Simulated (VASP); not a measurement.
Runs of VASP 6.6.1 on Cd3InO. The structure is that of space group Pmmm (No. 47), or close to it. The cells are those of the table. 

```csv
task,cell,k mesh,cutoff (eV),gap on the mesh (eV),pressure (GPa),relaxed volume (Å³/atom),largest force (eV/Å)
relaxation of cell and atoms,"relaxed from a = 3.197, b = 5.845, c = 5.965 Å, 5 atoms",6 × 4 × 4,600,none,0.0,(b),0.02
single point,"a = 4.489, b = 4.615, c = 6.164 Å, 5 atoms",4 × 4 × 4,520,none,9.2,-,6.49
single point,"a = 3.197, b = 5.845, c = 5.965 Å, 5 atoms",4 × 4 × 4,520,none,0.5,-,0.09
single point,"a = 3.186, b = 5.866, c = 5.992 Å, 5 atoms",6 × 4 × 4,520,none,0.4,-,0.09
relaxation of cell and atoms,"relaxed from a = 4.489, b = 4.615, c = 6.164 Å, 5 atoms",4 × 4 × 4,600,none,0.0,(a),0.01
```

Alike in all rows: level PBE; potentials or basis VASP PAW PBE potentials, release 64 (Cd, In_d, O); no spin polarisation; smearing gaussian 0.1 eV.

Question: Estimate the missing entries.

Answer: (a) 22.24; (b) 22.51.

Caveats: some runs use coarse meshes; spin-orbit coupling is left out, which moves the levels of the heavy elements; an odd number of electrons without spin polarisation forces a metal; a magnetic or distorted state may lie lower.

A k mesh can miss the band edges, and the runs leave out spin-orbit coupling on Cd, In.

A gap of «none» marks levels without a gap at the run's occupations.
